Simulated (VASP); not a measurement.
Here is a VASP 6.6.1 calculation.

File POSCAR:

```
BaTiO3
1.0
    2.9219632033      1.6869962420      2.3905427589
   -2.9219632033      1.6869962420      2.3905427589
    0.0000000000     -3.2165486625      2.2794352983
Ba Ti O
1 1 3
Direct
    0.0023325710      0.0023325710     -0.0057861172
    0.5147321620      0.5147321620      0.4942075643
    0.4903847268      0.9773672556      0.4942247575
    0.4862842845      0.4862842845      0.9942300377
    0.9773672556      0.4903847268      0.4942247575
```

Contents of INCAR.step1:

```
SYSTEM = BaTiO3
PREC     = Accurate       ! precision mode
ENCUT    = 520            ! plane-wave cutoff, eV
ISMEAR   = 0              ! smearing method
SIGMA    = 0.02           ! smearing width, eV
LREAL    = .False.        ! projectors in reciprocal space
LASPH    = .True.         ! aspherical terms in the spheres
NELM     = 150            ! most SCF steps
LMAXMIX  = 4              ! l up to which the mixer works
LDAU     = .True.         ! DFT+U
LDAUTYPE = 2            
LDAUL    = -1 2 -1        ! shell
LDAUU    = 0 4 0          ! U, eV
LDAUJ    = 0 0 0        
NBANDS   = 28             ! bands
GGA      = PE             ! functional
ALGO     = Normal         ! electronic algorithm
EDIFF    = 1E-4           ! SCF threshold, eV
LWAVE    = .True.         ! write WAVECAR
LCHARG   = .False.        ! write CHGCAR
```

Contents of INCAR.step2:

```
SYSTEM = BaTiO3
PREC     = Accurate       ! precision mode
ENCUT    = 520            ! plane-wave cutoff, eV
EDIFF    = 1E-6           ! SCF threshold, eV
ISMEAR   = 0              ! smearing method
SIGMA    = 0.02           ! smearing width, eV
LREAL    = .False.        ! projectors in reciprocal space
LASPH    = .True.         ! aspherical terms in the spheres
NELM     = 150            ! most SCF steps
ALGO     = Normal         ! electronic algorithm
ISIF     = 2              ! what is computed and relaxed
LWAVE    = .False.        ! write WAVECAR
LCHARG   = .False.        ! write CHGCAR
LMAXMIX  = 4              ! l up to which the mixer works
LDAU     = .True.         ! DFT+U
LDAUTYPE = 2            
LDAUL    = -1 2 -1        ! shell
LDAUU    = 0 4 0          ! U, eV
LDAUJ    = 0 0 0        
LDAUPRINT= 1            
METAGGA  = R2SCAN         ! meta-GGA
LMIXTAU  = .True.       
NBANDS   = 28             ! bands
ISTART   = 1
```

File KPOINTS:

```
regular mesh
0
Gamma
  6 6 6
  0 0 0
```

Potentials or basis: VASP PAW PBE potentials, release 64 (Ba_sv, Ti_sv, O).

Run with:

```bash
$ cat potpaw_PBE.64/Ba_sv/POTCAR potpaw_PBE.64/Ti_sv/POTCAR potpaw_PBE.64/O/POTCAR > POTCAR
$ cp INCAR.step1 INCAR
$ mpirun -np 1 vasp_std > vasp.out
$ cp INCAR.step2 INCAR
$ mpirun -np 1 vasp_std > vasp.out
```

**Question.** Predict the largest force.

**Answer.** 0.252 eV/Å.

**Question.** What does it give for the pressure?

**Answer.** -1.5 GPa.

**Question.** Estimate the band gap on the k mesh.

**Answer.** 2.90 eV (least direct gap 3.38 eV).

Eigenvalues of the final occupation matrices:
```
    site  spin  trace               eigenvalues
site 2 d     1   0.77  0.10 0.10 0.10 0.23 0.24
site 2 d     2   0.77  0.10 0.10 0.10 0.23 0.24
```

Caveat: the cell differs from its parent crystal (biaxial strain in the a-b plane: +3.0 %); the PAW data sets were made with another functional, which shifts forces and pressure a little; spin-orbit coupling is left out, which moves the levels of the heavy elements. A k mesh can miss the band edges.
